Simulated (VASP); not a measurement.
# MgF2 (rutile type): single point with LDA

Crystal: MgF2 (rutile type).

```
Mg F
1.0
     3.85479    0.00000    0.00000
     0.00000    3.85479    0.00000
     0.00000    0.00000    2.60880
Mg F
2 4
Direct
  0.00000 0.00000 0.00000
  0.50000 0.50000 0.50000
  0.30051 0.30051 0.00000
  0.69949 0.69949 0.00000
  0.80051 0.19949 0.50000
  0.19949 0.80051 0.50000
```

This cell differs from its parent crystal: volume scaled by 0.62.

```yaml
Program: VASP 6.6.1
Task: single point
Functional: LDA
Potentials_or_basis: VASP PAW LDA potentials, release 64 (Mg, F)
Cutoff: 600 eV
k_mesh: 7 × 7 × 10
Occupations: fermi-dirac, width 0.1 eV
Spin: no spin polarisation
```

* Pressure: 156.4 GPa
* Largest force: 0.096 eV/Å
* Band gap on the k mesh: 11.07 eV, direct

Forces in eV/Å, atoms in the order of the input:
```
Mg   0.000  0.000  0.000
Mg   0.000  0.000  0.000
F    0.068  0.068  0.000
F   -0.068 -0.068  0.000
F    0.068 -0.068  0.000
F   -0.068  0.068  0.000
```

Stress tensor (GPa, compression positive):
```
156.69   0.00   0.00
  0.00 156.69   0.00
  0.00   0.00 155.77
```

Levels at points of the mesh, in eV from the valence-band top:
```csv
k point,band 13,band 14,band 15,band 16,band 17,band 18,band 19,band 20
"(0.00, 0.00, 0.00)",-0.83,-0.27,-0.27,0.00,11.07,15.12,15.61,15.61
"(0.00, 0.00, 0.50)",-2.00,-2.00,-1.68,-1.68,16.03,16.03,18.36,18.36
```

Run time: 25 s on 1 thread of AMD EPYC 9R45 96-Core Processor (Zen 5), on a shared host, peak memory 0.15 GiB.

 A k mesh can miss the band edges.
